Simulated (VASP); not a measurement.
Input of a VASP 6.6.1 run:

File INCAR:

```
PREC = Accurate
ENCUT = 520
EDIFF = 1E-6
ISMEAR = -1
SIGMA = 0.05
LREAL = F
LASPH = T
NELM = 80
ALGO = Normal
ISIF = 2
LWAVE = F
LCHARG = F
GGA = PE
NBANDS = 16
```

The input KPOINTS:

```
regular mesh
0
Gamma
  10 10 10
```

POSCAR

```
GaP
1.0
    0.0000000000      2.7343040532      2.7343040532
    2.7343040532      0.0000000000      2.7343040532
    2.7343040532      2.7343040532      0.0000000000
Ga P
1 1
Direct
    0.0000000000      0.0000000000      0.0000000000
    0.7500000000      0.7500000000      0.7500000000
```

Potentials or basis: VASP PAW PBE potentials, release 64 (Ga_d, P).

The run is started by

```sh
$ cat potpaw_PBE.64/Ga_d/POTCAR potpaw_PBE.64/P/POTCAR > POTCAR
$ mpirun -np 1 vasp_std > vasp.out
```

**Question.** Estimate the pressure.

**Answer.** 1.6 GPa.

**Question.** What does it give for the band gap on the k mesh?

**Answer.** 1.62 eV, indirect (least direct gap 1.74 eV).

 A k mesh can miss the band edges.
